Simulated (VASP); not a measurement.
A run of VASP 6.6.1:

The input INCAR:

```
ALGO = Normal
EDIFF = 1E-6
ENCUT = 400
GGA = PE
GGA_COMPAT = F
ISIF = 2
ISMEAR = 0
LASPH = T
LCHARG = T
LELF = T
LREAL = F
LVHAR = T
LWAVE = F
NBANDS = 14
NELM = 120
NELMDL = -8
PREC = Accurate
SIGMA = 0.01
```

The input KPOINTS:

```
k-points
0
Gamma
  1 1 1
```

File POSCAR:

```
Cl
1.0
   12.0000000000      0.0000000000      0.0000000000
    0.0000000000     12.2000000000      0.0000000000
    0.0000000000      0.0000000000     12.4000000000
Cl
2
Direct
    0.5000000000      0.5000000000      0.4191990283
    0.5000000000      0.5000000000      0.5808009717
```

Potentials or basis: VASP PAW PBE potentials, release 64 (Cl).

Run with:

```bash
$ cat potpaw_PBE.64/Cl/POTCAR > POTCAR
$ mpirun -np 1 vasp_gam > vasp.out
```

Hardware: 1 thread of Intel(R) Xeon(R) 6975P-C (Granite Rapids), on a shared host.

Question: Estimate the wall time of this run.

Answer: It took 41 s on 1 thread of Intel(R) Xeon(R) 6975P-C (Granite Rapids) (shared host), peak memory 0.83 GiB. Counts: scf iterations 23, k points 1.
